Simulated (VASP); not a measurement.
A run of VASP 6.6.1:

The input INCAR:

```
PREC = Accurate ; ENCUT = 520
EDIFF = 1E-6 ; ISMEAR = 0
SIGMA = 0.15 ; LREAL = F
LASPH = T ; NELM = 150
ALGO = Normal ; ISIF = 2
LWAVE = F ; LCHARG = T
ISPIN = 2 ; MAGMOM = 2.44
LORBIT = 11 ; LMAXMIX = 4
GGA = PE ; LELF = T
LVHAR = T ; NBANDS = 14
```

The input KPOINTS:

```
regular mesh
0
Gamma
  12 12 12
```

The input POSCAR:

```
Fe
1.0
   -1.2824579865      1.2824579865      1.8634114544
    1.2824579865     -1.2824579865      1.8634114544
    1.2824579865      1.2824579865     -1.8634114544
Fe
1
Direct
    0.0000000000      0.0000000000      0.0000000000
```

Potentials or basis: VASP PAW PBE potentials, release 64 (Fe).

Launch:

```console
$ cat potpaw_PBE.64/Fe/POTCAR > POTCAR
$ mpirun -np 1 vasp_std > vasp.out
```

Hardware: 1 thread of AMD EPYC 7R43 64-Core Processor (Zen 3), on a shared host.

**Question.** How long does it take, and how much memory?

**Answer.** Run time: 110 s on 1 thread of AMD EPYC 7R43 64-Core Processor (Zen 3), with other jobs on the host, peak memory 0.12 GiB. Counts: scf iterations 18, k points 163.
